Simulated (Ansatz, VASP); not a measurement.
**Ti in VASP and in Ansatz**

Contents of INCAR:

```
PREC = Accurate
ENCUT = 520
EDIFF = 1E-8
ISMEAR = -1
SIGMA = 0.08
LREAL = F
LASPH = T
NELM = 60
ALGO = Normal
ISIF = 2
LWAVE = F
LCHARG = F
GGA = PS
LEFG = T
NBANDS = 19
```

KPOINTS

```
Automatic mesh
0
Gamma
  13 13 7
```

The input POSCAR:

```
Ti
1.0
    2.9499978604     -0.0147499893     -0.0147499893
   -1.4877727956      2.5621480828     -0.0053988708
   -0.0234300000     -0.0234300000      4.6860000000
Ti
2
Direct
    0.3333333333      0.6666666667      0.2500000000
    0.6666666667      0.3333333333      0.7500000000
```

Input for Ansatz:

```yaml
crystal:
  lattice:
    - [2.9499978604, -0.0147499893, -0.0147499893]
    - [-1.4877727956, 2.5621480828, -0.0053988708]
    - [-0.02343, -0.02343, 4.686]
  atoms:
    - { symbol: Ti, position: [0.3333333333, 0.6666666667, 0.25] }
    - { symbol: Ti, position: [0.6666666667, 0.3333333333, 0.75] }
kpoints:
  mp_grid: { grid: [13, 13, 7] }
scf:
  occupations: { method: fermi_dirac, width: 0.08 }
hamiltonian:
  xc: pbesol
  pseudopotentials: { kind: paw }
output:
  forces: true
  stress: true
  eigenvalues: true
  efg: { contact_densities: true }
```

Change from the starting cell: equal xy, yz and zx shear strains of -1 %, PAW files.

Alike in both runs: task electric field gradients; functional PBEsol; k mesh 13 × 13 × 7; occupations fermi-dirac, width 0.08 eV; no spin polarisation.

|  | VASP | Ansatz |
| --- | --- | --- |
| version | VASP 6.6.1 | Ansatz 0.2.0 |
| potentials or method | VASP PAW PBE potentials, release 64 (Ti_sv) | PAW with Ansatz's default frozen-core files, scalar-relativistic |
| plane-wave cutoff (eV) | 520 | 420 |
| valence electrons in the cell | 24 | 24 |

VASP gave:

| Property | Result |
| --- | --- |
| pressure (GPa) | -6.0 |
| traceless stress, the component that is largest in VASP (GPa) | 0.60 |
| rms of the force components (eV/Å) | 0.015 |
| size of Vzz on the site where it differs most (V/Å²) | 16.6 |

Question: What did Ansatz give for the same quantities?

Answer: Pressure (GPa): -5.8; traceless stress, the component that is largest in VASP (GPa): 0.61; rms of the force components (eV/Å): 0.015; size of Vzz on the site where it differs most (V/Å²): 18.3.

VASP's potentials were made for PBE, not for PBEsol. Atom by atom the forces differ by 0.000 eV/Å (rms over components).
